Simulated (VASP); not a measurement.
# SrCl2 (fluorite type): single point with PBE

The system is SrCl2 (fluorite type).

```
Sr Cl
1.0
     0.00000    3.52023    3.52023
     3.52023    0.00000    3.52023
     3.52023    3.52023    0.00000
Sr Cl
1 2
Direct
  0.00000 0.00000 0.00000
  0.25000 0.25000 0.25000
  0.75000 0.75000 0.75000
```

```
Program                : VASP 6.6.1
Task                   : single point
Functional             : PBE
Potentials or basis    : VASP PAW PBE potentials, release 64 (Sr_sv, Cl)
Cutoff                 : 520 eV
k mesh                 : 10 × 10 × 10
Occupations            : fermi-dirac, width 0.08 eV
Spin                   : no spin polarisation
Dipole correction      : no
Further INCAR settings : ALGO = Normal; EDIFF = 1e-06; NBANDS = 19
```

```
Pressure               : 0.1 GPa
Band gap on the k mesh : 5.23 eV, indirect (least direct gap 5.52 eV)
```

Levels at points of the mesh, in eV from the valence-band top:
```csv
k point,band 9,band 10,band 11,band 12,band 13,band 14,band 15,band 16
"(0.00, 0.00, 0.00)",-2.03,-0.33,-0.33,-0.33,5.23,6.10,6.10,8.99
"(0.50, 0.00, 0.00)",-1.45,-1.27,-1.01,-1.01,6.69,6.69,7.41,7.83
"(0.50, 0.50, 0.00)",-1.81,-0.38,-0.38,0.00,5.52,6.96,7.53,7.92
```

Wall time 80 s on 1 thread of Intel(R) Xeon(R) Platinum 8375C CPU @ 2.90GHz (Ice Lake), on a shared host, peak memory 0.27 GiB.

A k mesh can miss the band edges.
